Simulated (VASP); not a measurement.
The system is CsPbBr3.

```
Pb Cs Br
1.0
     5.87000    0.00000    0.00000
     0.00000    5.87000    0.00000
     0.00000    0.00000    5.87000
Pb Cs Br
1 1 3
Direct
  0.50000 0.50000 0.50000
  0.00000 0.00000 0.00000
  0.50000 0.50000 0.00000
  0.50000 0.00000 0.50000
  0.00000 0.50000 0.50000
```

| Property | Result |
| --- | --- |
| Program | VASP 6.6.1 |
| Task | relaxation of cell and atoms |
| Functional | PBE |
| Potentials or basis | VASP PAW PBE potentials, release 64 (Pb_d, Cs_sv, Br) |
| Cutoff | 600 eV |
| k mesh | 5 × 5 × 5 |
| Occupations | fermi-dirac, width 0.05 eV |
| Spin | no spin polarisation |

At the start: pressure 1.4 GPa; volume 40.45 Å³/atom.

**Question.** Where does the relaxation end?

**Answer.** Over 3 steps the energy falls by 11.2 meV/atom and the volume is 43.20 Å³/atom (+6.8 %); space group Pm-3m (No. 221, to 0.1 Å) before and after.

The path:
| step | energy change (eV) | largest force (eV/Å) | pressure (GPa) | volume (Å³) |
| --- | --- | --- | --- | --- |
| 1 | 0.0000 | 0.0000 | 1.40 | 202.26 |
| 2 | -0.0535 | 0.0000 | 0.27 | 212.81 |
| 3 | -0.0560 | 0.0000 | -0.01 | 216.02 |

Final structure:
```
Pb Cs Br
1.0
     6.00019    0.00000    0.00000
     0.00000    6.00019    0.00000
     0.00000    0.00000    6.00019
Pb Cs Br
1 1 3
Direct
  0.50000 0.50000 0.50000
  0.00000 0.00000 0.00000
  0.50000 0.50000 0.00000
  0.50000 0.00000 0.50000
  0.00000 0.50000 0.50000
```
